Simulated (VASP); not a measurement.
## Ag: single point with PBE

Ag:

```
CELL_PARAMETERS angstrom
3.01258 0.00000 0.00000
-1.50629 2.60897 0.00000
0.00000 0.00000 4.53100
ATOMIC_POSITIONS crystal
Ag 0.33333 0.66667 0.25000
Ag 0.66667 0.33333 0.75000
```

This isn't the form of Ag at room conditions, which is fcc.

This cell differs from its parent crystal: ratio of the length along z to the lengths across it x 0.92, volume and fractional coordinates fixed.

| Item | Value |
| --- | --- |
| Program | VASP 6.6.1 |
| Task | single point |
| Functional | PBE |
| Potentials or basis | VASP PAW PBE potentials, release 64 (Ag) |
| Cutoff | 520 eV |
| k mesh | 24 × 24 × 12 |
| Occupations | gaussian, width 0.15 eV |
| Spin | no spin polarisation |

The pressure is 1.2 GPa. The band gap on the k mesh is zero (bands 11 and 12 overlap by 6.97 eV).

Stress tensor (GPa, compression positive):
```
-1.08  0.00  0.00
 0.00 -1.08  0.00
 0.00  0.00  5.69
```

Levels at points of the mesh, in eV from the Fermi level:
```csv
k point,band 9,band 10,band 11,band 12,band 13,band 14
"(0.00, 0.00, 0.00)",-4.32,-3.11,-3.11,0.32,4.44,14.87
"(0.50, 0.00, 0.00)",-3.00,-2.81,-0.18,1.03,7.23,7.33
"(0.00, 0.00, 0.50)",-3.39,-3.39,-3.39,-3.39,12.57,12.57
"(0.50, 0.00, 0.50)",-3.07,-3.07,0.68,0.68,4.15,4.15
```

It took 2.2 min on 1 thread of Intel(R) Xeon(R) Platinum 8259CL CPU @ 2.50GHz (Skylake/Cascade Lake), with other jobs on the host, peak memory 0.33 GiB.
